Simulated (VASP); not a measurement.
# Ta (Im-3m) in VASP: density of states with PBE

Aim: the density of states of Ta with PBE.

Everything below comes from runs of VASP 6.6.1. Logs are shortened: lines on timing, memory, paths and dates and some standing lists are left out, and cuts for length are marked.

**1. The cell of the first run**

Symmetry: Im-3m, No. 229, cubic system. The conventional cell has a = 3.319 Å, b = 3.319 Å, c = 3.319 Å, α = 90.00°, β = 90.00°, γ = 90.00°. Within 3.8 Å of Ta (site symmetry m-3m) lie 14 Ta at 2.87 to 3.32 Å.

**2. Density of states, PBE**

Input file POSCAR:

```
Ta
1.0
   -1.6594251671      1.6594251671      1.6594251671
    1.6594251671     -1.6594251671      1.6594251671
    1.6594251671      1.6594251671     -1.6594251671
Ta
1
Direct
    0.0000000000      0.0000000000      0.0000000000
```

Input file INCAR.step1:

```
  PREC = Accurate
  ENCUT = 520
  EDIFF = 1E-6
  ISMEAR = 0
  SIGMA = 0.1
  LREAL = F
  LASPH = T
  NELM = 60
  ALGO = Normal
  ISIF = 2
  LWAVE = F
  LCHARG = T
  LMAXMIX = 4
  GGA = PE
  NBANDS = 12
```

Input file KPOINTS.step1:

```
regular mesh
0
Gamma
  24 24 24
```

Input file INCAR.step2:

```
  PREC = Accurate
  ENCUT = 520
  EDIFF = 1E-6
  ISMEAR = -5
  SIGMA = 0.1
  LREAL = F
  LASPH = T
  NELM = 60
  ALGO = Normal
  ISIF = 2
  LWAVE = F
  LCHARG = F
  LMAXMIX = 4
  GGA = PE
  LORBIT = 11
  NEDOS = 2001
  ICHARG = 11
```

Input file KPOINTS.step2:

```
regular mesh
0
Gamma
  36 36 36
```

Potentials or basis: VASP PAW PBE potentials, release 64 (Ta_pv).

Launch:

```sh
$ cat potpaw_PBE.64/Ta_pv/POTCAR > POTCAR
$ cp INCAR.step1 INCAR
$ cp KPOINTS.step1 KPOINTS
$ mpirun -np 1 vasp_std > vasp.out
$ cp INCAR.step2 INCAR
$ cp KPOINTS.step2 KPOINTS
$ mpirun -np 1 vasp_std > vasp.out
```

OUTCAR:

```text
PREC = Accurate
   ENCUT = 520
   EDIFF = 1E-6
   ISMEAR = -5
   LREAL = F
   LASPH = T
   NELM = 60
   ISIF = 2
   GGA = PE
   LORBIT = 11
   ICHARG = 11

 ion  position               nearest neighbor table
   1  0.000  0.000  0.000-

  LATTYP: Found a body centered cubic cell.
 ALAT       =     3.3188503342

  Lattice vectors:

 A1 = (  -1.6594251671,   1.6594251671,   1.6594251671)
 A2 = (   1.6594251671,  -1.6594251671,   1.6594251671)
 A3 = (   1.6594251671,   1.6594251671,  -1.6594251671)

Analysis of symmetry for initial positions (statically):
=====================================================================
 Subroutine PRICEL returns:
 Original cell was already a primitive cell.

 Routine SETGRP: Setting up the symmetry group for a
 body centered cubic supercell.

 Subroutine GETGRP returns: Found 48 space group operations
 (whereof 48 operations were pure point group operations)
 out of a pool of 48 trial point group operations.

The static configuration has the point symmetry O_h .

Analysis of symmetry for dynamics (positions and initial velocities):
=====================================================================
 Subroutine PRICEL returns:
 Original cell was already a primitive cell.

 Routine SETGRP: Setting up the symmetry group for a
 body centered cubic supercell.

 Subroutine GETGRP returns: Found 48 space group operations
 (whereof 48 operations were pure point group operations)
 out of a pool of 48 trial point group operations.

The dynamic configuration has the point symmetry O_h .

 Subroutine INISYM returns: Found 48 space group operations
 (whereof 48 operations are pure point group operations),
 and found     1 'primitive' translations

----------------------------------------------------------------------------------------

                                     Primitive cell

  volume of cell :      18.2782

  direct lattice vectors                    reciprocal lattice vectors
    -1.659425167  1.659425167  1.659425167     0.000000000  0.301309158  0.301309158
     1.659425167 -1.659425167  1.659425167     0.301309158  0.000000000  0.301309158
     1.659425167  1.659425167 -1.659425167     0.301309158  0.301309158  0.000000000

  length of vectors
     2.874208701  2.874208701  2.874208701     0.426115498  0.426115498  0.426115498

  position of ions in fractional coordinates (direct lattice)
     0.000000000  0.000000000  0.000000000

  ion indices of the primitive-cell ions
   primitive index   ion index
                 1           1

----------------------------------------------------------------------------------------

 KPOINTS: regular mesh

Automatic generation of k-mesh.
 Grid dimensions read from file:
 generate k-points for:   36   36   36

 Generating k-lattice:

  Cartesian coordinates                     Fractional coordinates (reciprocal lattice)
     0.000000000  0.008369699  0.008369699     0.027777778  0.000000000  0.000000000
     0.008369699  0.000000000  0.008369699     0.000000000  0.027777778  0.000000000
     0.008369699  0.008369699  0.000000000     0.000000000  0.000000000  0.027777778

  Length of vectors
     0.011836542  0.011836542  0.011836542

  Shift w.r.t. Gamma in fractional coordinates (k-lattice)
     0.000000000  0.000000000  0.000000000

 TETIRR: Found  56660 inequivalent tetrahedra from   279936

 Subroutine IBZKPT returns following result:
 ===========================================

 Found   1240 irreducible k-points:

 Following reciprocal coordinates:
            Coordinates               Weight
  0.000000  0.000000  0.000000      1.000000
  0.027778  0.000000  0.000000     12.000000
  0.055556  0.000000  0.000000     12.000000
  0.083333  0.000000  0.000000     12.000000
  0.111111  0.000000  0.000000     12.000000
  0.138889  0.000000  0.000000     12.000000
[... 16 lines left out ...]
  0.111111  0.027778  0.000000     48.000000
  0.138889  0.027778  0.000000     48.000000
 [... further k-points ...]
   k-points           NKPTS =   1240   k-points in BZ     NKDIM =   1240   number of bands    NBANDS=      9
   number of dos      NEDOS =   2001   number of ions     NIONS =      1
   total plane-waves  NPLWV =  13824
   dimension x,y,z NGX =    24 NGY =   24 NGZ =   24
   dimension x,y,z NGXF=    48 NGYF=   48 NGZF=   48
   ions per type =               1
   NGX,Y,Z   is equivalent  to a cutoff of  13.88, 13.88, 13.88 a.u.
   NGXF,Y,Z  is equivalent  to a cutoff of  27.76, 27.76, 27.76 a.u.
 SYSTEM =  unknown system
   PREC   = accura    normal or accurate (medium, high low for compatibility)
   ISTART =      0    job   : 0-new  1-cont  2-samecut
   ICHARG =     11    charge: 1-file 2-atom 10-const
   ISPIN  =      1    spin polarized calculation?
   LNONCOLLINEAR =      F non collinear calculations
   LSORBIT =      F    spin-orbit coupling
   LASPH  =      T    aspherical Exc in radial PAW
   ENCUT  =  520.0 eV  38.22 Ry    6.18 a.u.   5.34  5.34  5.34*2*pi/ulx,y,z
   NELM   =     60;   NELMIN=  2; NELMDL=  0     # of ELM steps
   EDIFF  = 0.1E-05   stopping-criterion for ELM
   LREAL  =      F    real-space projection
   EDIFFG = 0.1E-04   stopping-criterion for IOM
   NSW    =      0    number of steps for IOM
   IBRION =     -1    ionic relax: 0-MD 1-quasi-New 2-CG
   NFREE  =      0    steps in history (QN), initial steepest desc. (CG)
   ISIF   =      2    stress and relaxation
   ISYM   =      2    0-nonsym 1-usesym 2-fastsym
   POTIM  = 0.5000    time-step for ionic-motion
   TEBEG  =    0.0;   TEEND  =   0.0 temperature during run
   PSTRESS=    0.0 pullay stress
   NELECT =      11.0000    total number of electrons
   NUPDOWN=      -1.0000    fix difference up-down
   EMIN   =  10.00;   EMAX   =-10.00  energy-range for DOS
   EFERMI =   0.00;   METHOD = LEGACY
   ISMEAR =    -5;   SIGMA  =   0.10  broadening in eV -4-tet -1-fermi 0-gaus
   EFERMI_NEDOS =   21; number of points for ismear=-14 and -15
   IALGO  =     38    algorithm
   IMIX   =      4    mixing-type and parameters
     AMIX     =   0.40;   BMIX     =  1.00
     AMIX_MAG =   1.60;   BMIX_MAG =  1.00
  volume/ion in A,a.u.               =      18.28       123.35
  Fermi-wavevector in a.u.,A,eV,Ry     =   1.382170  2.611922 25.992478  1.910393
  Thomas-Fermi vector in A             =   2.506886
   LORBIT       =     11    0 simple, 1 ext, 2 COOP (PROOUT), +10 PAW based schemes
   GGA     = PE    functional components
   LHFCALC =     F    Hartree Fock is set to
   AEXX    =    0.0000 exact exchange contribution
   IVDW    =     0    specifies the selected vdW correction
   LEPSILON=     F    determine dielectric tensor
   LRPA    =     F    only Hartree local field effects (RPA)
 non-spin polarized calculation
 Fermi weights with tetrahedron method with Bloechl corrections
  energy-cutoff  :      520.00
  volume of cell :       18.28
 maximum number of plane-waves:       531
 NGX is ok and might be reduce to    24

 number of electron      11.0000001 magnetization

 Free energy of the ion-electron system (eV)
  ---------------------------------------------------
  ext. energy  EPLUGINS =         0.00000000
  ---------------------------------------------------
  free energy    TOTEN  =       -11.81258411 eV

  energy without entropy =      -11.81258411  energy(sigma->0) =      -11.81258411

 E-fermi :   5.3558     XC(G=0): -12.5432

 val. band max:        5.3709015000   @ k =   0.3611   0.1944   0.0556
 cond. band min:       5.3593597323   @ k =  -0.2222   0.2500   0.0833
 fundamental gap:     -0.0115417677
 Fermi energy:         5.3558346580

 k-point     1 :       0.0000    0.0000    0.0000
  band No.  band energies     occupation
      1     -27.7627      2.00000
      2     -27.7627      2.00000
      3     -27.7627      2.00000
      4      -2.4918      2.00000
      5       6.1018      0.00000
      6       6.1018      0.00000
      7       6.1018      0.00000
      8       9.3231      0.00000
      9       9.3231      0.00000

 k-point     2 :       0.0278    0.0000    0.0000
  band No.  band energies     occupation
      1     -27.7719      2.00000
      2     -27.7655      2.00000
      3     -27.7627      2.00000
      4      -2.4577      2.00000
      5       6.0794      0.00000
      6       6.0962      0.00000
      7       6.1352      0.00000
      8       9.2844      0.00000
      9       9.3232      0.00000

 k-point     3 :       0.0556    0.0000    0.0000
  band No.  band energies     occupation
      1     -27.7993      2.00000
      2     -27.7740      2.00000
      3     -27.7628      2.00000
      4      -2.3559      2.00000
      5       6.0133      0.00000
      6       6.0770      0.00000
      7       6.2346      0.00000
      8       9.1777      0.00000
      9       9.3234      0.00000

 k-point     4 :       0.0833    0.0000    0.0000
  band No.  band energies     occupation
      1     -27.8438      2.00000
      2     -27.7877      2.00000
      3     -27.7631      2.00000
      4      -2.1891      2.00000
      5       5.9077      0.00000
      6       6.0383      0.00000
      7       6.3996      0.00000
      8       9.0288      0.00000
      9       9.3254      0.00000
[... 205 lines left out ...]
 k-point    22 :       0.0833    0.0278    0.0000
  band No.  band energies     occupation
      1     -27.8790      2.00000
      2     -27.7946      2.00000
      3     -27.7665      2.00000
      4      -2.0581      2.00000
      5       5.8421      0.00000
      6       5.9797      0.00000
      7       6.5392      0.00000
      8       8.9205      0.00000
      9       9.3393      0.00000

 k-point    23 :       0.1111    0.0278    0.0000
  band No.  band energies     occupation
      1     -27.9451      2.00000
      2     -27.8156      2.00000
      3     -27.7669      2.00000
      4      -1.8032      2.00000
      5       5.6889      0.00000
      6       5.8971      0.00000
      7       6.8007      0.00000
      8       8.7712      0.00000
      9       9.3545      0.00000

 k-point    24 :       0.1389    0.0278    0.0000
  band No.  band energies     occupation
      1     -28.0230      2.00000
      2     -27.8406      2.00000
      3     -27.7673      2.00000
      4      -1.4980      2.00000
      5       5.5140     -0.06255
      6       5.7796      0.00000
      7       7.1232      0.00000
      8       8.6603      0.00000
      9       9.3775      0.00000

 [... further k-points ...]

------------------------ aborting loop because EDIFF is reached ----------------------------------------

  FORCE on cell =-STRESS in cart. coord.  units (eV):
  Direction    XX          YY          ZZ          XY          YZ          ZX
  --------------------------------------------------------------------------------------
  -------------------------------------------------------------------------------------
  Total        0.0094197      0.0094197      0.0094197     -0.0000000     -0.0000000      0.0000000
  in kB        0.8256885      0.8256885      0.8256885     -0.0000000     -0.0000000      0.0000000
  external PRESSURE =       0.8256885 kB  Pullay stress =       0.0000000 kB

 VOLUME and BASIS-vectors are now :
 -----------------------------------------------------------------------------
  energy-cutoff  :      520.00
  volume of cell :       18.28
      direct lattice vectors                 reciprocal lattice vectors
    -1.659425167  1.659425167  1.659425167     0.000000000  0.301309158  0.301309158
     1.659425167 -1.659425167  1.659425167     0.301309158  0.000000000  0.301309158
     1.659425167  1.659425167 -1.659425167     0.301309158  0.301309158  0.000000000

 POSITION                                       TOTAL-FORCE (eV/Angst)
 -----------------------------------------------------------------------------------
      0.00000      0.00000      0.00000         0.000000     -0.000000      0.000000
 -----------------------------------------------------------------------------------
    total drift:                               -0.000000     -0.000000     -0.000000

  FREE ENERGIE OF THE ION-ELECTRON SYSTEM (eV)
  ---------------------------------------------------
  free  energy   TOTEN  =       -11.8125841149 eV

  energy  without entropy=      -11.8125841149  energy(sigma->0) =      -11.81258411

 total charge

# of ion       s       p       d       tot
------------------------------------------
    1        0.368   6.167   2.370   8.905
```

Wall time 4.5 min (1 thread of Intel Xeon 8259CL, shared host); peak memory 0.42 GiB.

What came out:

```
Valence electrons inside the program's atomic spheres : Ta 8.90
```

Levels at points of the mesh, in eV from the Fermi level:
```
           k point  band 3  band 4  band 5  band 6  band 7  band 8  band 9
(0.00, 0.00, 0.00)  -33.12   -7.85    0.75    0.75    0.75    3.97    3.97
(0.50, 0.00, 0.00)  -33.12   -4.30   -1.49    1.53    3.84    4.85    7.67
(0.50, 0.50, 0.50)  -33.90   -3.70   -3.70    6.73    6.73    6.73    8.53
```

Caveat: spin-orbit coupling is left out, which moves the levels of the heavy elements; tetrahedron occupations give inexact forces and stress in metals.
